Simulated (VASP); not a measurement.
# GePt (Pmma) in VASP: further runs, part 3 of 3

VASP 6.6.1. The steps go on from the part before.

### 5 Single point, PBE

This run uses another cell than the first one, of 16.37 Å³/atom, 1.011 times its volume.

File INCAR:

```
PREC     = Accurate       # precision mode
ENCUT    = 520            # plane-wave cutoff, eV
EDIFF    = 1E-7           # SCF threshold, eV
ISMEAR   = 0              # smearing method
SIGMA    = 0.1            # smearing width, eV
LREAL    = False          # projectors in reciprocal space
LASPH    = True           # aspherical terms in the spheres
NELM     = 100            # most SCF steps
ALGO     = Normal         # electronic algorithm
ISIF     = 2              # what is computed and relaxed
LWAVE    = False          # write WAVECAR
LCHARG   = False          # write CHGCAR
GGA      = PE             # functional
NBANDS   = 32             # bands
```

File KPOINTS:

```
regular mesh
0
Gamma
  10 16 10
```

File POSCAR:

```
GePt
1.0
    4.7697554409      0.0000000000      0.0000000000
    0.0000000000      3.0524516860      0.0000000000
    0.0000000000      0.0000000000      4.4973523187
Ge Pt
2 2
Direct
    0.7500000000      0.0000000000      0.7175013395
    0.2500000000      0.0000000000      0.2824986605
    0.7500000000      0.5000000000      0.1980751559
    0.2500000000      0.5000000000      0.8019248441
```

Potentials or basis: VASP PAW PBE potentials, release 64 (Ge_d, Pt).

The run is started by

```console
$ cat potpaw_PBE.64/Ge_d/POTCAR potpaw_PBE.64/Pt/POTCAR > POTCAR
$ mpirun -np 1 vasp_std > vasp.out
```

OUTCAR:

```text
PREC = Accurate
   ENCUT = 520
   EDIFF = 1E-7
   ISMEAR = 0
   LREAL = False
   LASPH = True
   NELM = 100
   ISIF = 2
   GGA = PE

 ion  position               nearest neighbor table
   1  0.750  0.000  0.718-   3 2.65   3 2.65   3 2.79   3 2.79   4 2.86   4 2.86   4 2.86   4 2.86

   2  0.250  0.000  0.282-   4 2.65   4 2.65   4 2.79   4 2.79   3 2.86   3 2.86   3 2.86   3 2.86

   3  0.750  0.500  0.198-   1 2.65   1 2.65   1 2.79   1 2.79   2 2.86   2 2.86   2 2.86   2 2.86
                             4 2.98   4 2.98
   4  0.250  0.500  0.802-   2 2.65   2 2.65   2 2.79   2 2.79   1 2.86   1 2.86   1 2.86   1 2.86
                             3 2.98   3 2.98

  LATTYP: Found a simple orthorhombic cell.
 ALAT       =     3.0524516860
 B/A-ratio  =     1.4733574128
 C/A-ratio  =     1.5625981773

  Lattice vectors:

 A1 = (   0.0000000000,   3.0524516860,   0.0000000000)
 A2 = (   0.0000000000,   0.0000000000,   4.4973523187)
 A3 = (   4.7697554409,   0.0000000000,   0.0000000000)

Analysis of symmetry for initial positions (statically):
=====================================================================
 Subroutine PRICEL returns:
 Original cell was already a primitive cell.

 Routine SETGRP: Setting up the symmetry group for a
 simple orthorhombic supercell.

 Subroutine GETGRP returns: Found  8 space group operations
 (whereof  4 operations were pure point group operations)
 out of a pool of  8 trial point group operations.

The static configuration has the point symmetry C_2h.
 The point group associated with its full space group is D_2h.

Analysis of symmetry for dynamics (positions and initial velocities):
=====================================================================
 Subroutine PRICEL returns:
 Original cell was already a primitive cell.

 Routine SETGRP: Setting up the symmetry group for a
 simple orthorhombic supercell.

[... 121 lines left out ...]
   NUPDOWN=      -1.0000    fix difference up-down
   EMIN   =  10.00;   EMAX   =-10.00  energy-range for DOS
   EFERMI =   0.00;   METHOD = LEGACY
   ISMEAR =     0;   SIGMA  =   0.10  broadening in eV -4-tet -1-fermi 0-gaus
   EFERMI_NEDOS =   21; number of points for ismear=-14 and -15
   IALGO  =     38    algorithm
   IMIX   =      4    mixing-type and parameters
     AMIX     =   0.40;   BMIX     =  1.00
     AMIX_MAG =   1.60;   BMIX_MAG =  1.00
  volume/ion in A,a.u.               =      16.37       110.47
  Fermi-wavevector in a.u.,A,eV,Ry     =   1.476119  2.789460 29.646097  2.178927
  Thomas-Fermi vector in A             =   2.590685
   LORBIT       =      0    0 simple, 1 ext, 2 COOP (PROOUT), +10 PAW based schemes
   GGA     = PE    functional components
   LHFCALC =     F    Hartree Fock is set to
   AEXX    =    0.0000 exact exchange contribution
   IVDW    =     0    specifies the selected vdW correction
   LEPSILON=     F    determine dielectric tensor
   LRPA    =     F    only Hartree local field effects (RPA)
 non-spin polarized calculation
 Gauss-broadening in eV      SIGMA  =   0.10
  energy-cutoff  :      520.00
  volume of cell :       65.48
 maximum number of plane-waves:      1780
 NGX is ok and might be reduce to    36
   NGX = 17   NGY = 11   NGZ = 17

 number of electron      47.9999995 magnetization

 Free energy of the ion-electron system (eV)
  ---------------------------------------------------
  ext. energy  EPLUGINS =         0.00000000
  ---------------------------------------------------
  free energy    TOTEN  =       -21.75945374 eV

  energy without entropy =      -21.75010537  energy(sigma->0) =      -21.75477956

 E-fermi :   9.2331     XC(G=0): -12.4929

 val. band max:        9.2315274813   @ k =   0.0000   0.4375   0.2000
 cond. band min:       9.2345576165   @ k =   0.1000   0.3750   0.0000
 fundamental gap:      0.0030301353
 Fermi energy:         9.2330550191

 k-point     1 :       0.0000    0.0000    0.0000
  band No.  band energies     occupation
      1     -15.6453      2.00000
      2     -15.6286      2.00000
      3     -15.6089      2.00000
      4     -15.5969      2.00000
      5     -15.5857      2.00000
      6     -15.5814      2.00000
[... 829 lines left out ...]
     31      19.2857      0.00000
     32      19.2857      0.00000

 [... further k-points ...]
[... 5 lines left out ...]
  --------------------------------------------------------------------------------------
  -------------------------------------------------------------------------------------
  Total       -0.0404684     -0.0015150      0.0099838      0.0000000      0.0000000      0.0000000
  in kB       -0.9902048     -0.0370695      0.2442905      0.0000000      0.0000000      0.0000000
  external PRESSURE =      -0.2609946 kB  Pullay stress =       0.0000000 kB

 VOLUME and BASIS-vectors are now :
 -----------------------------------------------------------------------------
  energy-cutoff  :      520.00
  volume of cell :       65.48
      direct lattice vectors                 reciprocal lattice vectors
     4.769755441  0.000000000  0.000000000     0.209654355  0.000000000  0.000000000
     0.000000000  3.052451686  0.000000000     0.000000000  0.327605513  0.000000000
     0.000000000  0.000000000  4.497352319     0.000000000  0.000000000  0.222353049

 POSITION                                       TOTAL-FORCE (eV/Angst)
 -----------------------------------------------------------------------------------
      3.57732      0.00000      3.22686         0.000000     -0.000000     -0.006417
      1.19244      0.00000      1.27050        -0.000000     -0.000000      0.006417
      3.57732      1.52623      0.89081         0.000000      0.000000      0.004604
      1.19244      1.52623      3.60654         0.000000     -0.000000     -0.004604
 -----------------------------------------------------------------------------------
    total drift:                                0.000000     -0.000000      0.000000

  FREE ENERGIE OF THE ION-ELECTRON SYSTEM (eV)
  ---------------------------------------------------
  free  energy   TOTEN  =       -21.7594537395 eV

  energy  without entropy=      -21.7501053741  energy(sigma->0) =      -21.75477956
```

OSZICAR:

```text
N       E                     dE             d eps       ncg     rms          rms(c)
DAV:   1     0.431999112028E+03    0.43200E+03   -0.22668E+04 26864   0.378E+03
DAV:   2     0.414582289396E+02   -0.39054E+03   -0.36703E+03 20928   0.841E+02
DAV:   3    -0.198576218928E+02   -0.61316E+02   -0.59161E+02 23352   0.171E+02
DAV:   4    -0.224051658654E+02   -0.25475E+01   -0.25336E+01 23984   0.388E+01
DAV:   5    -0.224655035291E+02   -0.60338E-01   -0.60327E-01 24048   0.644E+00    0.127E+01
DAV:   6    -0.218859084656E+02    0.57960E+00   -0.22540E+00 24312   0.961E+00    0.709E+00
DAV:   7    -0.217850811146E+02    0.10083E+00   -0.22979E-01 27072   0.542E+00    0.385E+00
DAV:   8    -0.217607134893E+02    0.24368E-01   -0.59037E-02 26032   0.175E+00    0.441E-01
DAV:   9    -0.217595411447E+02    0.11723E-02   -0.42650E-03 27512   0.835E-01    0.183E-01
DAV:  10    -0.217594528002E+02    0.88345E-04   -0.10135E-03 29376   0.349E-01    0.408E-02
DAV:  11    -0.217594532948E+02   -0.49465E-06   -0.37877E-05 22976   0.520E-02    0.835E-03
DAV:  12    -0.217594542191E+02   -0.92429E-06   -0.33983E-06 25264   0.136E-02    0.363E-03
DAV:  13    -0.217594537824E+02    0.43675E-06   -0.21734E-07 17552   0.606E-03    0.571E-04
DAV:  14    -0.217594537395E+02    0.42862E-07   -0.50343E-08 13184   0.187E-03
   1 F= -.21759454E+02 E0= -.21754780E+02  d E =-.934837E-02
```

stdout:

```text
POSCAR found type information on POSCAR GePt
 POSCAR found :  2 types and       4 ions
 scaLAPACK will be used
 LDA part: xc-table for (Slater+PW92), standard interpolation
 POSCAR, INCAR and KPOINTS ok, starting setup
 FFT: planning ... GRIDC
 FFT: planning ... GRID_SOFT
 FFT: planning ... GRID
 WAVECAR not read
 entering main loop
```

Run time: 3 min. Hardware: 1 thread of Intel Xeon 6975P-C (Granite Rapids), shared host; peak memory 0.61 GiB.

Results:

| Property | Result |
| --- | --- |
| Free energy | -21.7595 eV |
| Pressure | 0.0 GPa |
| Largest force | 0.006 eV/Å |
| Band gap on the k mesh | zero (band 24 reaches 11.54 eV, above the bottom of band 25 at 8.65 eV) |

Forces on the atoms (eV/Å):
```
Ge   0.000  0.000 -0.006
Ge   0.000  0.000  0.006
Pt   0.000  0.000  0.005
Pt   0.000  0.000 -0.005
```

Stress tensor (GPa, compression positive):
```
-0.10  0.00  0.00
 0.00  0.00  0.00
 0.00  0.00  0.02
```

Levels at points of the mesh, in eV from the Fermi level:
| k point | band 21 | band 22 | band 23 | band 24 | band 25 | band 26 | band 27 | band 28 |
| --- | --- | --- | --- | --- | --- | --- | --- | --- |
| (0.00, 0.00, 0.00) | -1.94 | -1.94 | -1.75 | -0.29 | 0.11 | 2.06 | 2.52 | 3.16 |
| (0.50, 0.00, 0.00) | -2.15 | -2.15 | -0.81 | -0.81 | 1.01 | 1.01 | 5.36 | 5.36 |
| (0.00, 0.50, 0.00) | -1.47 | -0.85 | -0.29 | 2.31 | 2.99 | 3.14 | 3.19 | 3.28 |
| (0.50, 0.50, 0.00) | -2.08 | -2.08 | -0.13 | -0.13 | 0.62 | 0.62 | 4.64 | 4.64 |
| (0.00, 0.00, 0.50) | -2.55 | -1.91 | -1.26 | -0.62 | 0.54 | 1.11 | 5.99 | 6.08 |
| (0.50, 0.00, 0.50) | -1.86 | -1.86 | -1.20 | -1.20 | 5.44 | 5.44 | 7.14 | 7.14 |
| (0.00, 0.50, 0.50) | -2.30 | -1.53 | -0.29 | -0.27 | 0.05 | 0.46 | 2.75 | 2.86 |
| (0.50, 0.50, 0.50) | -2.68 | -2.68 | -0.97 | -0.97 | -0.21 | -0.21 | 1.51 | 1.51 |

Caveat: spin-orbit coupling is left out, which moves the levels of the heavy elements.

### 6 The runs side by side

```tsv
task	cell	k mesh	cutoff (eV)	gap on the mesh (eV)	pressure (GPa)	largest force (eV/Å)
single point	a = 4.576, b = 3.028, c = 4.672 Å, 4 atoms	4 × 6 × 4	520	none	0.9	0.63
single point	a = 4.674, b = 2.925, c = 4.761 Å, 4 atoms	4 × 6 × 4	520	none	0.3	0.02
relaxation of cell and atoms	relaxed from a = 4.576, b = 3.028, c = 4.672 Å, 4 atoms	4 × 6 × 4	600	none	-0.2	0.04
single point	a = 4.770, b = 3.052, c = 4.497 Å, 4 atoms	10 × 16 × 10	520	none	0.0	0.01
```

Alike in all rows: level PBE; potentials or basis VASP PAW PBE potentials, release 64 (Ge_d, Pt); no spin polarisation; smearing gaussian 0.1 eV.

Caveats: spin-orbit coupling is left out, which moves the levels of the heavy elements.

Absolute energies hang on the potentials; compare differences alone.
